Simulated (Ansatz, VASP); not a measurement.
**One calculation of CoSn, two programs**

```
CELL_PARAMETERS angstrom
5.24308 0.00000 0.00000
-2.62154 4.54064 0.00000
0.00000 0.00000 4.18412
ATOMIC_POSITIONS crystal
Co 0.00000 0.50000 0.00000
Co 0.50000 0.50000 0.00000
Co 0.50000 0.00000 0.00000
Sn 0.66667 0.33333 0.50000
Sn 0.33333 0.66667 0.50000
Sn 0.00000 0.00000 0.00000
```

Alike in both runs: task single point; functional r2SCAN; k mesh 12 × 12 × 8; occupations gaussian, width 0.1 eV; no spin polarisation.

```csv
,VASP,Ansatz
version,VASP 6.6.1,Ansatz 0.2.0
potentials or method,"VASP PAW PBE potentials, release 64 (Co, Sn_d), cutoff 520 eV","scalar-relativistic, plane waves, PAW"
valence electrons in the cell,69,93
```

```tsv
	VASP	Ansatz	Ansatz less VASP
gap on the k mesh at the Fermi level (eV)	none	none	-
pressure (GPa)	0.3	0.0	-0.26
traceless stress, the component that is largest in VASP (GPa)	-0.05	0.00	+0.053
```

VASP's potentials were made for PBE, not for r2SCAN. A gap of «none» marks a metal or a gap that the smearing closes. VASP's potentials hold 69 valence electrons a cell and Ansatz's 93, so a difference there can come from the potentials and not from the codes.
